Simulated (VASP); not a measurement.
Write the native input for VASP 6.6.1 that does the following.

```yaml
Task: single point
Functional: r2SCAN
Potentials_or_basis: VASP PAW PBE potentials, release 64 (Cd, S)
Cutoff: 520 eV
k_mesh: 6 × 6 × 4
Occupations: fermi-dirac, width 0.1 eV
Spin: no spin polarisation
Dipole_correction: no
Further_INCAR_settings: ALGO = Normal; EDIFF = 1e-06; NBANDS = 16
```

CdS:

```xyz
2
Lattice="4.1742 0.0000 0.0000 -2.0871 3.6149 0.0000 0.0000 0.0000 5.6857" Properties=species:S:1:pos:R:3 pbc="T T T"
Cd    0.0000    0.0000    2.5170
S     2.0871    1.2050    2.4693
```

These files were run (other wordings do the same):

POSCAR

```
CdS
1.0
    4.1741829389      0.0000000000      0.0000000000
   -2.0870865715      3.6149470253      0.0000000000
    0.0000000000      0.0000000000      5.6856843046
Cd S
1 1
Direct
    0.0000000000      0.0000000000      0.4426900000
    0.6666666667      0.3333333333      0.4343100000
```

INCAR.step1

```
PREC = Accurate
ENCUT = 520
ISMEAR = -1
SIGMA = 0.1
LREAL = False
LASPH = True
NELM = 100
NBANDS = 16
GGA = PE
ALGO = Normal
EDIFF = 1E-4
LWAVE = True
LCHARG = False
```

INCAR.step2

```
PREC = Accurate
ENCUT = 520
EDIFF = 1E-6
ISMEAR = -1
SIGMA = 0.1
LREAL = False
LASPH = True
NELM = 100
ALGO = Normal
ISIF = 2
LWAVE = False
LCHARG = False
METAGGA = R2SCAN
LMIXTAU = True
NBANDS = 16
ISTART = 1
```

KPOINTS

```
Automatic mesh
0
Gamma
  6 6 4
```

Potentials or basis: VASP PAW PBE potentials, release 64 (Cd, S).

Run with:

```console
$ cat potpaw_PBE.64/Cd/POTCAR potpaw_PBE.64/S/POTCAR > POTCAR
$ cp INCAR.step1 INCAR
$ mpirun -np 1 vasp_std > vasp.out
$ cp INCAR.step2 INCAR
$ mpirun -np 1 vasp_std > vasp.out
```

Results of the run:

```json
{
  "Pressure": "1.3 GPa",
  "Largest force": "0.006 eV/Å",
  "Band gap on the k mesh": "2.00 eV, indirect (least direct gap 2.00 eV)"
}
```

Caveat: the PAW data sets were made with another functional, which shifts forces and pressure a little.

Run time: 46 s on 1 thread of Intel(R) Xeon(R) 6975P-C (Granite Rapids) (shared host), peak memory 0.21 GiB.
